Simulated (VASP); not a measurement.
Crystal: K3Na.

```
K Na
1.0
     0.00000    5.07269    5.07269
     5.07269    0.00000    5.07269
     5.07269    5.07269    0.00000
K Na
3 1
Direct
  0.25000 0.25000 0.25000
  0.75000 0.75000 0.75000
  0.50000 0.50000 0.50000
  0.00000 0.00000 0.00000
```

| Item | Value |
| --- | --- |
| Program | VASP 6.6.1 |
| Task | relaxation of volume and atoms at fixed shape |
| Functional | PBEsol |
| Potentials or basis | VASP PAW PBE potentials, release 64 (K_sv, Na_pv) |
| Cutoff | 600 eV |
| k mesh | 4 × 4 × 4 |
| Occupations | fermi-dirac, width 0.05 eV |
| Spin | no spin polarisation |

At the start: pressure -0.3 GPa; volume 65.27 Å³/atom.

Q: How do energy, volume and symmetry change on relaxing?

A: Over 5 steps the energy falls by 3.8 meV/atom and the volume is 60.98 Å³/atom (-6.6 %); space group Fm-3m (No. 225, to 0.1 Å) before and after.

Step by step:
```tsv
step	energy change (eV)	largest force (eV/Å)	pressure (GPa)	volume (Å³)
1	0.0000	0.0000	-0.27	261.06
2	-0.0060	0.0000	-0.20	256.99
3	-0.0130	0.0000	-0.11	249.95
4	-0.0119	0.0000	0.15	236.24
5	-0.0151	0.0000	0.00	243.93
```

Final structure:
```
K Na
1.0
     0.00000    4.95917    4.95917
     4.95917    0.00000    4.95917
     4.95917    4.95917    0.00000
K Na
3 1
Direct
  0.25000 0.25000 0.25000
  0.75000 0.75000 0.75000
  0.50000 0.50000 0.50000
  0.00000 0.00000 0.00000
```

Caveat: the PAW data sets were made with another functional, which shifts forces and pressure a little.
